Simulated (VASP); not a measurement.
Wanted: the native input for a VASP 6.6.1 run.

```
Task                   : single point
Functional             : PBE
Potentials or basis    : VASP PAW PBE potentials, release 64 (Hf_pv, Sn_d, Se)
Cutoff                 : 520 eV
k mesh                 : 6 × 6 × 6
Occupations            : gaussian, width 0.01 eV
Spin                   : no spin polarisation
Dipole correction      : no
Further INCAR settings : ALGO = Normal; EDIFF = 1e-06; NBANDS = 62
```

The structure of HfSn3Se8 lies in POSCAR:

```
HfSn3Se8
1.0
    7.7133296441      0.0000000000      0.0000000000
   -3.8566648220      6.6799394195      0.0000000000
    0.0000000000      0.0000000000      6.9872690393
Hf Sn Se
1 3 8
Direct
    0.0000000000      0.0000000000      0.0000000000
    0.5000000000      0.5000000000      0.0000000000
    0.5000000000      0.0000000000      0.0000000000
    0.0000000000      0.5000000000      0.0000000000
    0.8360656501      0.6721313003      0.7710261210
    0.8360656501      0.1639343499      0.7710261210
    0.3333333333      0.6666666667      0.7736364231
    0.3278686997      0.1639343499      0.7710261210
    0.6721313003      0.8360656501      0.2289738790
    0.6666666667      0.3333333333      0.2263635769
    0.1639343499      0.8360656501      0.2289738790
    0.1639343499      0.3278686997      0.2289738790
```

One way to write it, as run:

INCAR

```
PREC = Accurate
ENCUT = 520
EDIFF = 1E-6
ISMEAR = 0
SIGMA = 0.01
LREAL = F
LASPH = T
NELM = 80
ALGO = Normal
ISIF = 2
LWAVE = F
LCHARG = T
GGA = PE
LELF = T
LVHAR = T
NBANDS = 62
```

KPOINTS

```
regular mesh
0
Gamma
  6 6 6
```

Potentials or basis: VASP PAW PBE potentials, release 64 (Hf_pv, Sn_d, Se).

The run is started by

```bash
$ cat potpaw_PBE.64/Hf_pv/POTCAR potpaw_PBE.64/Sn_d/POTCAR potpaw_PBE.64/Se/POTCAR > POTCAR
$ mpirun -np 1 vasp_std > vasp.out
```

Results of the run:

- Pressure: 0.0 GPa
- Largest force: 0.029 eV/Å
- Band gap on the k mesh: 0.27 eV (least direct gap 0.30 eV)

Caveat: semilocal functionals underestimate gaps, and a narrow one can read as zero; spin-orbit coupling is left out, which moves the levels of the heavy elements; this functional lacks dispersion, which binds layers or chains, so the pressure and a relaxed spacing across them are unreliable.

Run time: 7.3 min on 1 thread of Intel(R) Xeon(R) 6975P-C (Granite Rapids) (shared host), peak memory 0.87 GiB.
